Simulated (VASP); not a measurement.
# AlN (I-4m2) in VASP: further runs

The runs below take AlN through single point, with LDA.

Program: VASP 6.6.1. These are calculated values, not measurements. Logs are shortened: lines on timing, memory, paths and dates and some standing lists are left out, and cuts for length are marked.

## 1. The cell of the first run

It takes space group I-4m2 (No. 119, tetragonal). Conventional cell: a = 3.467 Å, b = 3.467 Å, c = 3.467 Å, α = 90.00°, β = 90.00°, γ = 90.00°. Within 2.6 Å of Al (site symmetry -4m2) lie 4 N at 1.94 Å. N (site symmetry -4m2) has 4 Al at 1.94 Å within 2.6 Å.

## 2. Single point, LDA

The input, INCAR:

```
PREC     = Accurate       # precision mode
ENCUT    = 520            # plane-wave cutoff, eV
EDIFF    = 1E-7           # SCF threshold, eV
ISMEAR   = 0              # smearing method
SIGMA    = 0.05           # smearing width, eV
LREAL    = False          # projectors in reciprocal space
LASPH    = True           # aspherical terms in the spheres
NELM     = 80             # most SCF steps
ALGO     = Normal         # electronic algorithm
ISIF     = 2              # what is computed and relaxed
LWAVE    = False          # write WAVECAR
LCHARG   = False          # write CHGCAR
NBANDS   = 11             # bands
```

The input, KPOINTS:

```
regular mesh
0
Gamma
  10 10 10
```

The input, POSCAR:

```
AlN
1.0
    0.0000000000      2.4515732958      1.7332623201
    2.4515732958      0.0000000000      1.7332623201
    2.4515732958      2.4515732958      0.0000000000
Al N
1 1
Direct
    0.0000000000      0.0000000000      0.0000000000
    0.7500000000      0.7500000000      0.7500000000
```

Potentials or basis: VASP PAW LDA potentials, release 64 (Al, N).

Started as:

```bash
cat potpaw_LDA.64/Al/POTCAR potpaw_LDA.64/N/POTCAR > POTCAR
mpirun -np 1 vasp_std > vasp.out
```

OUTCAR:

```text
PREC = Accurate
   ENCUT = 520
   EDIFF = 1E-7
   ISMEAR = 0
   LREAL = False
   LASPH = True
   NELM = 80
   ISIF = 2

 ion  position               nearest neighbor table
   1  0.000  0.000  0.000-   2 1.94   2 1.94   2 1.94   2 1.94
   2  0.750  0.750  0.750-   1 1.94   1 1.94   1 1.94   1 1.94

  LATTYP: Found a body centered tetragonal cell.
 ALAT       =     3.4670482041
 C/A-ratio  =     0.9998489886

  Lattice vectors:

 A1 = (   0.0000000000,  -2.4515732958,  -1.7332623201)
 A2 = (   0.0000000000,   2.4515732958,  -1.7332623201)
 A3 = (   2.4515732958,   0.0000000000,   1.7332623201)

Analysis of symmetry for initial positions (statically):
=====================================================================
 Subroutine PRICEL returns:
 Original cell was already a primitive cell.

 Routine SETGRP: Setting up the symmetry group for a
 body centered tetragonal supercell.

 Subroutine GETGRP returns: Found  8 space group operations
 (whereof  8 operations were pure point group operations)
 out of a pool of 16 trial point group operations.

The static configuration has the point symmetry D_2d.

Analysis of symmetry for dynamics (positions and initial velocities):
=====================================================================
 Subroutine PRICEL returns:
 Original cell was already a primitive cell.

 Routine SETGRP: Setting up the symmetry group for a
 body centered tetragonal supercell.

 Subroutine GETGRP returns: Found  8 space group operations
 (whereof  8 operations were pure point group operations)
 out of a pool of 16 trial point group operations.

The dynamic configuration has the point symmetry D_2d.

 Subroutine INISYM returns: Found  8 space group operations
 (whereof  8 operations are pure point group operations),
 and found     1 'primitive' translations

----------------------------------------------------------------------------------------

                                     Primitive cell

  volume of cell :      20.8345

  direct lattice vectors                    reciprocal lattice vectors
     0.000000000  2.451573296  1.733262320    -0.203950663  0.203950663  0.288473357
     2.451573296  0.000000000  1.733262320     0.203950663 -0.203950663  0.288473357
     2.451573296  2.451573296  0.000000000     0.203950663  0.203950663 -0.288473357

  length of vectors
     3.002400689  3.002400689  3.467048204     0.407932131  0.407932131  0.407932131

  position of ions in fractional coordinates (direct lattice)
     0.000000000  0.000000000  0.000000000
     0.750000000  0.750000000  0.750000000

  ion indices of the primitive-cell ions
   primitive index   ion index
                 1           1
                 2           2

----------------------------------------------------------------------------------------

 KPOINTS: regular mesh

Automatic generation of k-mesh.
 Grid dimensions read from file:
 generate k-points for:   10   10   10

 Generating k-lattice:

  Cartesian coordinates                     Fractional coordinates (reciprocal lattice)
    -0.020395066  0.020395066  0.028847336     0.100000000  0.000000000  0.000000000
     0.020395066 -0.020395066  0.028847336     0.000000000  0.100000000  0.000000000
     0.020395066  0.020395066 -0.028847336     0.000000000  0.000000000  0.100000000

  Length of vectors
     0.040793213  0.040793213  0.040793213

  Shift w.r.t. Gamma in fractional coordinates (k-lattice)
     0.000000000  0.000000000  0.000000000

 Subroutine IBZKPT returns following result:
 ===========================================

 Found    102 irreducible k-points:

 Following reciprocal coordinates:
            Coordinates               Weight
  0.000000  0.000000  0.000000      1.000000
  0.100000 -0.000000  0.000000      8.000000
  0.200000 -0.000000  0.000000      8.000000
  0.300000 -0.000000  0.000000      8.000000
  0.400000 -0.000000  0.000000      8.000000
  0.500000 -0.000000  0.000000      4.000000
[... 16 lines left out ...]
  0.300000  0.300000  0.000000      2.000000
  0.400000  0.300000  0.000000      8.000000
 [... further k-points ...]
   k-points           NKPTS =    102   k-points in BZ     NKDIM =    102   number of bands    NBANDS=     11
   number of dos      NEDOS =    301   number of ions     NIONS =      2
   total plane-waves  NPLWV =  16128
   dimension x,y,z NGX =    24 NGY =   24 NGZ =   28
   dimension x,y,z NGXF=    48 NGYF=   48 NGZF=   56
   ions per type =               1   1
   NGX,Y,Z   is equivalent  to a cutoff of  13.29, 13.29, 13.43 a.u.
   NGXF,Y,Z  is equivalent  to a cutoff of  26.58, 26.58, 26.85 a.u.
 SYSTEM =  unknown system
   PREC   = accura    normal or accurate (medium, high low for compatibility)
   ISTART =      0    job   : 0-new  1-cont  2-samecut
   ICHARG =      2    charge: 1-file 2-atom 10-const
   ISPIN  =      1    spin polarized calculation?
   LNONCOLLINEAR =      F non collinear calculations
   LSORBIT =      F    spin-orbit coupling
   LASPH  =      T    aspherical Exc in radial PAW
   ENCUT  =  520.0 eV  38.22 Ry    6.18 a.u.   5.58  5.58  6.45*2*pi/ulx,y,z
   NELM   =     80;   NELMIN=  2; NELMDL= -5     # of ELM steps
   EDIFF  = 0.1E-06   stopping-criterion for ELM
   LREAL  =      F    real-space projection
   EDIFFG = 0.1E-05   stopping-criterion for IOM
   NSW    =      0    number of steps for IOM
   IBRION =     -1    ionic relax: 0-MD 1-quasi-New 2-CG
   NFREE  =      0    steps in history (QN), initial steepest desc. (CG)
   ISIF   =      2    stress and relaxation
   ISYM   =      2    0-nonsym 1-usesym 2-fastsym
   POTIM  = 0.5000    time-step for ionic-motion
   TEBEG  =    0.0;   TEEND  =   0.0 temperature during run
   PSTRESS=    0.0 pullay stress
   NELECT =       8.0000    total number of electrons
   NUPDOWN=      -1.0000    fix difference up-down
   EMIN   =  10.00;   EMAX   =-10.00  energy-range for DOS
   EFERMI =   0.00;   METHOD = LEGACY
   ISMEAR =     0;   SIGMA  =   0.05  broadening in eV -4-tet -1-fermi 0-gaus
   EFERMI_NEDOS =   21; number of points for ismear=-14 and -15
   IALGO  =     38    algorithm
   IMIX   =      4    mixing-type and parameters
     AMIX     =   0.40;   BMIX     =  1.00
     AMIX_MAG =   1.60;   BMIX_MAG =  1.00
  volume/ion in A,a.u.               =      10.42        70.30
  Fermi-wavevector in a.u.,A,eV,Ry     =   1.189899  2.248583 19.263943  1.415860
  Thomas-Fermi vector in A             =   2.325996
   LORBIT       =      0    0 simple, 1 ext, 2 COOP (PROOUT), +10 PAW based schemes
   GGA     = CA    functional components
   LHFCALC =     F    Hartree Fock is set to
   AEXX    =    0.0000 exact exchange contribution
   IVDW    =     0    specifies the selected vdW correction
   LEPSILON=     F    determine dielectric tensor
   LRPA    =     F    only Hartree local field effects (RPA)
 non-spin polarized calculation
 Gauss-broadening in eV      SIGMA  =   0.05
  energy-cutoff  :      520.00
  volume of cell :       20.83
 maximum number of plane-waves:       586
 NGX is ok and might be reduce to    24

 number of electron       8.0000000 magnetization

 Free energy of the ion-electron system (eV)
  ---------------------------------------------------
  ext. energy  EPLUGINS =         0.00000000
  ---------------------------------------------------
  free energy    TOTEN  =       -15.96776644 eV

  energy without entropy =      -15.96776644  energy(sigma->0) =      -15.96776644

 E-fermi :   6.9689     XC(G=0): -11.3458

 val. band max:        6.7654335319   @ k =   0.0000   0.0000   0.0000
 cond. band min:       9.5975531235   @ k =   0.5000   0.5000   0.0000
 fundamental gap:      2.8321195916
 Fermi energy:         6.9688725783

 k-point     1 :       0.0000    0.0000    0.0000
  band No.  band energies     occupation
      1      -8.9058      2.00000
      2       5.8366      2.00000
      3       5.8366      2.00000
      4       6.7654      2.00000
      5       9.8703      0.00000
      6      18.4083      0.00000
      7      18.6911      0.00000
      8      18.8963      0.00000
      9      18.8963      0.00000
     10      22.1038      0.00000
     11      22.1039      0.00000

 k-point     2 :       0.1000   -0.0000    0.0000
  band No.  band energies     occupation
      1      -8.7434      2.00000
      2       5.2350      2.00000
      3       5.6743      2.00000
      4       6.4666      2.00000
      5      10.6113      0.00000
      6      17.4567      0.00000
      7      17.4571      0.00000
      8      19.1072      0.00000
      9      19.5315      0.00000
     10      21.1749      0.00000
     11      23.3650      0.00000

 k-point     3 :       0.2000   -0.0000    0.0000
  band No.  band energies     occupation
      1      -8.2785      2.00000
      2       3.6946      2.00000
      3       5.2836      2.00000
      4       6.2949      2.00000
      5      11.6823      0.00000
      6      15.9085      0.00000
      7      16.1341      0.00000
      8      19.3487      0.00000
      9      20.9798      0.00000
     10      21.4514      0.00000
     11      25.9047      0.00000

 k-point     4 :       0.3000   -0.0000    0.0000
  band No.  band energies     occupation
      1      -7.5950      2.00000
      2       2.0296      2.00000
      3       4.8549      2.00000
      4       6.1877      2.00000
      5      11.8751      0.00000
      6      15.0916      0.00000
      7      15.6144      0.00000
      8      19.7310      0.00000
      9      22.2449      0.00000
     10      22.9659      0.00000
     11      27.4976      0.00000
[... 239 lines left out ...]
 k-point    22 :      -0.2000    0.2000    0.0000
  band No.  band energies     occupation
      1      -7.6841      2.00000
      2       2.8862      2.00000
      3       4.6206      2.00000
      4       5.5933      2.00000
      5      13.0048      0.00000
      6      13.9134      0.00000
      7      16.5396      0.00000
      8      19.2358      0.00000
      9      21.5390      0.00000
     10      21.9261      0.00000
     11      25.0764      0.00000

 k-point    23 :       0.3000    0.3000    0.0000
  band No.  band energies     occupation
      1      -6.5592      2.00000
      2       2.6540      2.00000
      3       3.5503      2.00000
      4       3.5503      2.00000
      5      12.0885      0.00000
      6      13.5677      0.00000
      7      17.9022      0.00000
      8      17.9022      0.00000
      9      22.3870      0.00000
     10      22.7362      0.00000
     11      28.3433      0.00000

 k-point    24 :       0.4000    0.3000    0.0000
  band No.  band energies     occupation
      1      -6.0436      2.00000
      2       2.0629      2.00000
      3       3.1681      2.00000
      4       3.5662      2.00000
      5      11.5954      0.00000
      6      12.7728      0.00000
      7      18.0891      0.00000
      8      18.1917      0.00000
      9      22.1886      0.00000
     10      24.6398      0.00000
     11      28.7058      0.00000

 [... further k-points ...]
[... 5 lines left out ...]
  --------------------------------------------------------------------------------------
  -------------------------------------------------------------------------------------
  Total       -2.8018552     -2.8018552      0.4270249      0.0000000     -0.0000000      0.0000000
  in kB     -215.4627599   -215.4627599     32.8382264      0.0000000     -0.0000000      0.0000000
  external PRESSURE =    -132.6957645 kB  Pullay stress =       0.0000000 kB

 VOLUME and BASIS-vectors are now :
 -----------------------------------------------------------------------------
  energy-cutoff  :      520.00
  volume of cell :       20.83
      direct lattice vectors                 reciprocal lattice vectors
     0.000000000  2.451573296  1.733262320    -0.203950663  0.203950663  0.288473357
     2.451573296  0.000000000  1.733262320     0.203950663 -0.203950663  0.288473357
     2.451573296  2.451573296  0.000000000     0.203950663  0.203950663 -0.288473357

 POSITION                                       TOTAL-FORCE (eV/Angst)
 -----------------------------------------------------------------------------------
      0.00000      0.00000      0.00000         0.000000      0.000000      0.000000
      3.67736      3.67736      2.59989        -0.000000     -0.000000     -0.000000
 -----------------------------------------------------------------------------------
    total drift:                               -0.000002     -0.000002      0.000005

  FREE ENERGIE OF THE ION-ELECTRON SYSTEM (eV)
  ---------------------------------------------------
  free  energy   TOTEN  =       -15.9677664395 eV

  energy  without entropy=      -15.9677664395  energy(sigma->0) =      -15.96776644
```

It took 21 s on 1 thread of Intel Xeon 8259CL, shared host; peak memory 0.14 GiB.

Results:

| Quantity | Value |
| --- | --- |
| Free energy | -15.9678 eV |
| Pressure | -13.3 GPa |
| Band gap on the k mesh | 2.83 eV, indirect (least direct gap 3.10 eV) |

 A k mesh can miss the band edges.

## 3. Single point, LDA

This run uses another cell than the first one, of the same volume but with other edges.

The input, INCAR:

```
SYSTEM = AlN
ALGO = Normal
EDIFF = 1E-6
ENCUT = 520
ISIF = 2
ISMEAR = 0
LASPH = .TRUE.
LCHARG = .FALSE.
LREAL = .FALSE.
LWAVE = .FALSE.
NBANDS = 11
NELM = 80
PREC = Accurate
SIGMA = 0.05
```

The input, KPOINTS:

```
k-points
0
G
  10 10 10
  0 0 0
```

The input, POSCAR:

```
AlN
1.0
    0.0000000000      1.9458150144      2.7513824303
    1.9458150144      0.0000000000      2.7513824303
    1.9458150144      1.9458150144      0.0000000000
Al N
1 1
Direct
    0.0000000000      0.0000000000      0.0000000000
    0.7500000000      0.7500000000      0.7500000000
```

Potentials or basis: VASP PAW LDA potentials, release 64 (Al, N).

Started as:

```bash
cat potpaw_LDA.64/Al/POTCAR potpaw_LDA.64/N/POTCAR > POTCAR
mpirun -np 1 vasp_std > vasp.out
```

Run time: 27 s. Hardware: 1 thread of Intel Xeon 8259CL, shared host; peak memory 0.14 GiB.

Results (log left out):

```
Free energy            : -15.0666 eV
Pressure               : -7.6 GPa
Band gap on the k mesh : 1.15 eV, indirect (least direct gap 1.52 eV)
```

Stress tensor (GPa, compression positive):
```
 28.01   0.00   0.00
  0.00  28.01   0.00
  0.00   0.00 -78.88
```

Levels at points of the mesh, in eV from the valence-band top:
```
           k point  band 1  band 2  band 3  band 4  band 5  band 6  band 7  band 8
(0.00, 0.00, 0.00)  -16.35   -3.08   -0.37   -0.37    1.15    9.38   10.41   11.11
(0.50, 0.00, 0.00)  -13.98   -7.38   -3.64   -0.05    2.14    7.95   11.18   12.91
(0.50, 0.50, 0.00)  -14.50   -8.78   -1.08   -1.08    3.71    7.72   10.53   15.06
(0.50, 0.00, 0.50)  -12.74   -5.29   -4.05   -3.66    1.56    4.98    8.19   12.02
```

 A k mesh can miss the band edges.
